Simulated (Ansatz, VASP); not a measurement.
# Two plane-wave programs on SiC

```
Si C
1.0
     0.00000    2.17846    2.17846
     2.17846    0.00000    2.17846
     2.17846    2.17846    0.00000
Si C
1 1
Direct
  0.00000 0.00000 0.00000
  0.25000 0.25000 0.25000
```

Alike in both runs: functional PBEsol; k mesh 10 × 10 × 10; occupations gaussian, width 0.02 eV; no spin polarisation.

Ansatz relaxed the structure, and its values are those at the end. VASP's run is a single point on that final structure, the one shown.

```csv
,VASP,Ansatz
version,VASP 6.6.1,Ansatz 0.2.0
potentials or method,"VASP PAW PBE potentials, release 64 (Si, C), cutoff 600 eV","scalar-relativistic, plane waves, PAW"
valence electrons in the cell,8,8
```

```tsv
	VASP	Ansatz	Ansatz less VASP
gap on the k mesh at the Fermi level (eV)	1.23	1.24	+0.010
least direct gap on the mesh (eV)	4.44	4.46	+0.014
pressure (GPa)	0.2	0.0	-0.21
```

VASP's potentials were made for PBE, not for PBEsol, and Ansatz warns of the same on its side.
